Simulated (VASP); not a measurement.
# Zr2N in VASP: further runs, part 2 of 2

VASP 6.6.1. Earlier steps stand in the parts before.

### 4 Single point, r2SCAN

File POSCAR:

```
Zr2N
1.0
    5.4141568124     -0.0000045566      0.0000414593
   -0.0000045566      5.4150454930     -0.0000037385
    0.0000253350     -0.0000022845      3.3011009164
Zr N
4 2
Direct
    0.2911031384      0.3049261579      0.0076102438
    0.6996042955      0.7128741932      0.0076405135
    0.7911013175      0.2128731637      0.5076148059
    0.1996016089      0.8049242754      0.5076466334
   -0.0046481503      0.0089012005      0.0076297499
    0.4953539796      0.5089016993      0.5076181356
```

File INCAR.step1:

```
SYSTEM = Zr2N
ALGO = Normal
EDIFF = 1E-4
ENCUT = 520
GGA = PE
ISMEAR = 0
LASPH = .True.
LCHARG = .False.
LREAL = .False.
LWAVE = .True.
NBANDS = 38
NELM = 60
PREC = Accurate
SIGMA = 0.1
```

File INCAR.step2:

```
SYSTEM = Zr2N
ALGO = Normal
EDIFF = 1E-7
ENCUT = 520
ISIF = 2
ISMEAR = 0
ISTART = 1
LASPH = .True.
LCHARG = .True.
LELF = .True.
LMIXTAU = .True.
LREAL = .False.
LVHAR = .True.
LWAVE = .False.
METAGGA = R2SCAN
NBANDS = 38
NELM = 60
PREC = Accurate
SIGMA = 0.1
```

File KPOINTS:

```
k-points
0
Gamma
  4 4 6
  0 0 0
```

Potentials or basis: VASP PAW PBE potentials, release 64 (Zr_sv, N).

Run with:

```sh
$ cat potpaw_PBE.64/Zr_sv/POTCAR potpaw_PBE.64/N/POTCAR > POTCAR
$ cp INCAR.step1 INCAR
$ mpirun -np 1 vasp_std > vasp.out
$ cp INCAR.step2 INCAR
$ mpirun -np 1 vasp_std > vasp.out
```

OUTCAR:

```text
SYSTEM = Zr2N
   EDIFF = 1E-7
   ENCUT = 520
   ISIF = 2
   ISMEAR = 0
   ISTART = 1
   LASPH = .True.
   LREAL = .False.
   METAGGA = R2SCAN
   NELM = 60
   PREC = Accurate

 ion  position               nearest neighbor table
   1  0.291  0.305  0.008-   5 2.27   6 2.27   6 2.27   2 3.13   4 3.21   4 3.21   4 3.21   3 3.21
                             4 3.21   3 3.21   3 3.21   3 3.21   2 3.89   2 3.89
   2  0.700  0.713  0.008-   5 2.27   6 2.27   6 2.27   1 3.13   3 3.21   3 3.21   3 3.21   3 3.21
                             4 3.21   4 3.21   4 3.21   4 3.21   1 3.89   1 3.89
   3  0.791  0.213  0.508-   6 2.27   5 2.27   5 2.27   4 3.13   2 3.21   2 3.21   2 3.21   2 3.21
                             1 3.21   1 3.21   1 3.21   1 3.21   4 3.89   4 3.89
   4  0.200  0.805  0.508-   6 2.27   5 2.27   5 2.27   3 3.13   1 3.21   1 3.21   1 3.21   2 3.21
                             1 3.21   2 3.21   2 3.21   2 3.21   3 3.89   3 3.89
   5  0.995  0.009  0.008-   2 2.27   1 2.27   3 2.27   4 2.27   3 2.27   4 2.27
   6  0.495  0.509  0.508-   4 2.27   3 2.27   2 2.27   1 2.27   1 2.27   2 2.27

  LATTYP: Found a simple monoclinic cell.
 ALAT       =     3.3011009165
 B/A-ratio  =     1.6403756292
 C/A-ratio  =     1.6401064219
 COS(beta)  =    -0.0000153323

  Lattice vectors:

 A1 = (   0.0000253350,  -0.0000022845,   3.3011009164)
 A2 = (  -0.0000045566,   5.4150454930,  -0.0000037385)
 A3 = (  -5.4141568124,   0.0000045566,  -0.0000414593)

Analysis of symmetry for initial positions (statically):
=====================================================================
 Subroutine PRICEL returns:
 Original cell was already a primitive cell.

 Routine SETGRP: Setting up the symmetry group for a
 simple monoclinic supercell.

 Subroutine GETGRP returns: Found  2 space group operations
 (whereof  1 operations were pure point group operations)
 out of a pool of  4 trial point group operations.

The static configuration has the point symmetry C_1 .
 The point group associated with its full space group is C_2 .

Analysis of symmetry for dynamics (positions and initial velocities):
=====================================================================
[... 144 lines left out ...]
   METAGGA = R2SCAN    functional components
   LHFCALC =     F    Hartree Fock is set to
   AEXX    =    0.0000 exact exchange contribution
   IVDW    =     0    specifies the selected vdW correction
   LEPSILON=     F    determine dielectric tensor
   LRPA    =     F    only Hartree local field effects (RPA)
 non-spin polarized calculation
 Gauss-broadening in eV      SIGMA  =   0.10
  energy-cutoff  :      520.00
  volume of cell :       96.78
 maximum number of plane-waves:      2632
   NGX = 21   NGY = 21   NGZ = 13

 number of electron      57.9999999 magnetization

 Free energy of the ion-electron system (eV)
  ---------------------------------------------------
  ext. energy  EPLUGINS =         0.00000000
  ---------------------------------------------------
  free energy    TOTEN  =      -117.75679329 eV

  energy without entropy =     -117.74308513  energy(sigma->0) =     -117.74993921

 E-fermi :   9.7141     XC(G=0): -12.5545

 val. band max:        9.7133944308   @ k =   0.2500   0.0000   0.0000
 cond. band min:       9.7220679544   @ k =   0.2500   0.2500   0.1667
 fundamental gap:      0.0086735236
 Fermi energy:         9.7140953210

 k-point     1 :       0.0000    0.0000    0.0000
  band No.  band energies     occupation
      1     -40.6969      2.00000
      2     -40.5514      2.00000
      3     -40.5514      2.00000
      4     -40.4896      2.00000
      5     -18.9223      2.00000
      6     -18.3392      2.00000
[... 973 lines left out ...]
     37      14.2457      0.00000
     38      14.2458      0.00000

 [... further k-points ...]

------------------------ aborting loop because EDIFF is reached ----------------------------------------

  FORCE on cell =-STRESS in cart. coord.  units (eV):
  Direction    XX          YY          ZZ          XY          YZ          ZX
  --------------------------------------------------------------------------------------
  -------------------------------------------------------------------------------------
  Total        0.0777106      0.0881926      0.1004163     -0.0000001     -0.0000001     -0.0015180
  in kB        1.2864678      1.4599941      1.6623529     -0.0000023     -0.0000021     -0.0251297
  external PRESSURE =       1.4696050 kB  Pullay stress =       0.0000000 kB

 VOLUME and BASIS-vectors are now :
 -----------------------------------------------------------------------------
  energy-cutoff  :      520.00
  volume of cell :       96.78
      direct lattice vectors                 reciprocal lattice vectors
     5.414156812 -0.000004557  0.000041459     0.184700967  0.000000155 -0.000001418
    -0.000004557  5.415045493 -0.000003738     0.000000155  0.184670655  0.000000128
     0.000025335 -0.000002284  3.301100916    -0.000002320  0.000000209  0.302929243

 POSITION                                       TOTAL-FORCE (eV/Angst)
 -----------------------------------------------------------------------------------
      1.57608      1.65119      0.02513        -0.003275     -0.004329      0.000647
      3.78776      3.86024      0.02525         0.002832      0.004537     -0.000502
      4.28316      1.15271      1.67572        -0.002832      0.004537      0.000502
      1.08068      4.35870      1.67580         0.003275     -0.004329     -0.000647
      5.38899      0.04820      0.02523        -0.000310     -0.000208     -0.000186
      2.68193      2.75572      1.67572         0.000310     -0.000208      0.000186
 -----------------------------------------------------------------------------------
    total drift:                                0.015216      0.002450     -0.088931

  FREE ENERGIE OF THE ION-ELECTRON SYSTEM (eV)
  ---------------------------------------------------
  free  energy   TOTEN  =      -117.7567932864 eV

  energy  without entropy=     -117.7430851261  energy(sigma->0) =     -117.74993921
```

Wall time 6.3 min (1 thread of Intel Xeon Platinum 8488C (Sapphire Rapids), shared host); peak memory 0.28 GiB.

Results:

* Free energy: -117.7568 eV
* Pressure: 0.1 GPa
* Largest force: 0.005 eV/Å
* Band gap on the k mesh: zero (bands 29 and 30 overlap by 2.63 eV)

Forces on the atoms (eV/Å):
```
Zr  -0.003 -0.004  0.001
Zr   0.003  0.005 -0.001
Zr  -0.003  0.005  0.001
Zr   0.003 -0.004 -0.001
N    0.000  0.000  0.000
N    0.000  0.000  0.000
```

Levels at points of the mesh, in eV from the Fermi level:
```csv
k point,band 27,band 28,band 29,band 30,band 31,band 32
"(0.00, 0.00, 0.00)",0.16,0.81,0.95,1.10,1.10,1.56
"(0.50, 0.00, 0.00)",-0.96,-0.96,1.53,1.53,1.73,1.73
"(0.00, 0.50, 0.00)",-0.96,-0.96,1.52,1.52,1.73,1.73
"(0.50, 0.50, 0.00)",-1.03,-1.03,0.97,0.97,1.52,1.52
"(0.00, 0.00, 0.50)",-1.11,-1.11,-1.10,-1.10,2.08,2.08
"(0.50, 0.00, 0.50)",-0.92,-0.92,-0.81,-0.81,1.64,1.64
"(0.00, 0.50, 0.50)",-0.92,-0.92,-0.81,-0.81,1.64,1.64
"(0.50, 0.50, 0.50)",-0.76,-0.76,-0.31,-0.31,1.26,1.26
```

Caveat: the PAW data sets were made with another functional, which shifts forces and pressure a little.

### 5 Single point, r2SCAN

File POSCAR:

```
Zr2N
1.0
    5.4130027300      0.0000000000      0.0000000000
    0.0000000000      5.4130027300      0.0000000000
    0.0000000000      0.0000000000      3.3077891900
Zr N
4 2
Direct
    0.2961254600      0.2961254600      0.0000000000
    0.7038745400      0.7038745400      0.0000000000
    0.7961254600      0.2038745400      0.5000000000
    0.2038745400      0.7961254600      0.5000000000
    0.0000000000      0.0000000000      0.0000000000
    0.5000000000      0.5000000000      0.5000000000
```

File INCAR.step1:

```
SYSTEM = Zr2N
ALGO = Normal ; EDIFF = 1E-4
ENCUT = 520 ; GGA = PE
ISMEAR = 0 ; LASPH = .True.
LCHARG = .False. ; LREAL = .False.
LWAVE = .True. ; NBANDS = 38
NELM = 100 ; PREC = Accurate
SIGMA = 0.1
```

File INCAR.step2:

```
SYSTEM = Zr2N
ALGO = Normal ; EDIFF = 1E-6
ENCUT = 520 ; ISIF = 2
ISMEAR = 0 ; ISTART = 1
LASPH = .True. ; LCHARG = .False.
LMIXTAU = .True. ; LREAL = .False.
LWAVE = .False. ; METAGGA = R2SCAN
NBANDS = 38 ; NELM = 100
PREC = Accurate ; SIGMA = 0.1
```

File KPOINTS:

```
k-points
0
Gamma
  1 1 1
  0 0 0
```

Run with:

```sh
$ cat potpaw_PBE.64/Zr_sv/POTCAR potpaw_PBE.64/N/POTCAR > POTCAR
$ cp INCAR.step1 INCAR
$ mpirun -np 1 vasp_gam > vasp.out
$ cp INCAR.step2 INCAR
$ mpirun -np 1 vasp_gam > vasp.out
```

Run time: 2.3 min. Hardware: 1 thread of Intel Xeon 8259CL, shared host; peak memory 0.21 GiB.

The run converged. Its results:

```yaml
Free_energy: -113.8873 eV
Pressure: 10.1 GPa
Largest_force: 0.003 eV/Å
```

Forces in eV/Å, atoms in the order of the input:
```
Zr  -0.002 -0.002  0.000
Zr   0.002  0.002  0.000
Zr  -0.002  0.002  0.000
Zr   0.002 -0.002  0.000
N    0.000  0.000  0.000
N    0.000  0.000  0.000
```

Stress tensor (GPa, compression positive):
```
 3.75  0.00  0.00
 0.00  3.75  0.00
 0.00  0.00 22.82
```

Levels at points of the mesh, in eV from the Fermi level:
```
           k point  band 26  band 27  band 28  band 29  band 30  band 31  band 32  band 33
(0.00, 0.00, 0.00)    -3.14    -0.76    -0.40    -0.01     0.06     0.06     0.30     0.63
```

Caveat: the k points lie up to 1.90 Å⁻¹ apart; the PAW data sets were made with another functional, which shifts forces and pressure a little.

### 6 The runs side by side

```csv
cell,k mesh,smearing,gap on the mesh (eV),pressure (GPa),largest force (eV/Å)
"a = 5.413, b = 5.413, c = 3.308 Å, 6 atoms",8 × 8 × 10,methfessel-paxton 0.5 eV,none,-0.1,0.03
"a = 5.413, b = 5.413, c = 3.308 Å, 6 atoms",8 × 8 × 10,gaussian 0.1 eV,none,-0.1,0.04
"a = 5.414, b = 5.415, c = 3.301 Å, 6 atoms",4 × 4 × 6,gaussian 0.1 eV,none,0.1,0.01
"a = 5.413, b = 5.413, c = 3.308 Å, 6 atoms",1 × 1 × 1,gaussian 0.1 eV,-,10.1,-
```

Alike in all rows: task single point; level r2SCAN; potentials or basis VASP PAW PBE potentials, release 64 (Zr_sv, N); no spin polarisation; cutoff (eV) 520.

Caveats: some runs use coarse meshes; the PAW data sets were made with another functional, which shifts forces and pressure a little; so wide a smearing shifts energies and pressures (at least some runs).

Total energies depend on the potentials used, so only differences within one code and one set of settings carry meaning.
